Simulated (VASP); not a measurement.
Input of a VASP 6.6.1 run:

File POSCAR:

```
C
1.0
    0.2237658205      1.9020094744      1.9020094744
    1.9020094744      0.2237658205      1.9020094744
    1.9020094744      1.9020094744      0.2237658205
C
2
Direct
    0.5000000000      0.5000000000      0.5000000000
    0.7500000000      0.7500000000      0.7500000000
```

The input INCAR.step1:

```
ALGO = Normal ; EDIFF = 1E-4
ENCUT = 520 ; GGA = PE
ISMEAR = 0 ; LASPH = T
LCHARG = F ; LREAL = F
LWAVE = T ; NBANDS = 11
NELM = 100 ; PREC = Accurate
SIGMA = 0.05
```

The input INCAR.step2:

```
ALGO = Normal ; EDIFF = 1E-6
ENCUT = 520 ; ISIF = 2
ISMEAR = 0 ; ISTART = 1
LASPH = T ; LCHARG = T
LELF = T ; LMIXTAU = T
LREAL = F ; LVHAR = T
LWAVE = F ; METAGGA = R2SCAN
NBANDS = 11 ; NELM = 100
PREC = Accurate ; SIGMA = 0.05
```

Contents of KPOINTS:

```
k-points
0
Gamma
  12 12 12
```

Potentials or basis: VASP PAW PBE potentials, release 64 (C).

Command:

```console
$ cat potpaw_PBE.64/C/POTCAR > POTCAR
$ cp INCAR.step1 INCAR
$ mpirun -np 1 vasp_std > vasp.out
$ cp INCAR.step2 INCAR
$ mpirun -np 1 vasp_std > vasp.out
```

Question: Estimate the band gap on the k mesh.

Answer: 0.70 eV, direct.

Question: Predict the pressure.

Answer: 15.9 GPa.

Forces on the atoms (eV/Å):
```
C   -0.697 -0.697 -0.697
C    0.697  0.697  0.697
```

Caveat: the PAW data sets were made with another functional, which shifts forces and pressure a little.
